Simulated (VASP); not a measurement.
Set up this calculation in VASP 6.6.1, as the native input.

```
Task                   : single point
Functional             : PBE
Potentials or basis    : VASP PAW PBE potentials, release 64 (Ga_d, P, As)
Cutoff                 : 520 eV
k mesh                 : 4 × 4 × 4
Occupations            : gaussian, width 0.1 eV
Spin                   : no spin polarisation
Dipole correction      : no
Further INCAR settings : ALGO = Normal; EDIFF = 1e-06; NBANDS = 46
```

The structure of Ga4As3P lies in POSCAR:

```
Ga4As3P
1.0
    3.8849205900      0.0000000000      0.0000000000
    0.0000000000      3.8849205900      5.4941073900
    0.0000000000     -3.8849205900      5.4941073900
Ga P As
4 1 3
Direct
    0.0000000000      0.5000000000      0.0000000000
    0.5000000000      0.0000000000      0.0000000000
    0.5000000000      0.5000000000      0.5000000000
    0.0000000000      0.0000000000      0.5000000000
    0.0000000000      0.8750000000      0.8750000000
    0.5000000000      0.3750000000      0.8750000000
    0.0000000000      0.3750000000      0.3750000000
    0.5000000000      0.8750000000      0.3750000000
```

One way to write it, as run:

INCAR

```
SYSTEM = Ga4As3P
ALGO = Normal ; EDIFF = 1E-6
ENCUT = 520 ; GGA = PE
ISIF = 2 ; ISMEAR = 0
LASPH = .True. ; LCHARG = .False.
LREAL = .False. ; LWAVE = .False.
NBANDS = 46 ; NELM = 100
PREC = Accurate ; SIGMA = 0.1
```

KPOINTS

```
k-points
0
Gamma
  4 4 4
  0 0 0
```

Potentials or basis: VASP PAW PBE potentials, release 64 (Ga_d, P, As).

Launch:

```bash
$ cat potpaw_PBE.64/Ga_d/POTCAR potpaw_PBE.64/P/POTCAR potpaw_PBE.64/As/POTCAR > POTCAR
$ mpirun -np 1 vasp_std > vasp.out
```

It gave:

```yaml
Pressure: 8.7 GPa
Largest_force: 0.835 eV/Å
Band_gap_on_the_k_mesh: 1.28 eV
```

Caveat: the cell stands under pressure.

Run time: 3.4 min on 1 thread of Intel(R) Xeon(R) 6975P-C (Granite Rapids), with other jobs on the host, peak memory 0.33 GiB.
